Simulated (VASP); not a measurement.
C: single point with LDA

C:

```
C
1.0
     0.00000    1.69604    1.86785
     1.69604    0.00000    1.86785
     1.69604    1.69604    0.00000
C
2
Cartesian
  1.6960 1.6960 1.8679
  2.5441 2.5441 2.8018
```

This cell differs from its parent crystal: volume 5.373 Å^3 an atom, c/a of the conventional cell 1.1013.

```json
{
  "Program": "VASP 6.6.1",
  "Task": "single point",
  "Functional": "LDA",
  "Potentials or basis": "VASP PAW LDA potentials, release 64 (C)",
  "Cutoff": "520 eV",
  "k mesh": "12 × 12 × 12",
  "Occupations": "gaussian, width 0.05 eV",
  "Spin": "no spin polarisation"
}
```

The pressure is 13.9 GPa and the band gap on the k mesh is 3.02 eV, indirect (least direct gap 4.83 eV).

Stress tensor (GPa, compression positive):
```
 48.41   0.00   0.00
  0.00  48.41   0.00
  0.00   0.00 -55.15
```

Levels at points of the mesh, in eV from the valence-band top:
```
           k point  band 1  band 2  band 3  band 4  band 5  band 6  band 7  band 8  band 9
(0.00, 0.00, 0.00)  -22.62   -1.68    0.00    0.00    4.83    4.83    6.03   14.04   19.28
(0.50, 0.00, 0.00)  -16.42  -14.51   -4.44   -2.50    6.34    8.49   10.47   15.42   21.53
(0.50, 0.50, 0.00)  -14.58  -14.58   -6.12   -6.12    5.87    5.87   16.46   16.46   22.26
(0.50, 0.00, 0.50)  -13.00  -13.00   -7.60   -7.60    3.56    3.56   16.54   16.54   23.37
```

It took 37 s on 1 thread of AMD EPYC 7R13 (shared host), peak memory 0.09 GiB.

 A k mesh can miss the band edges.
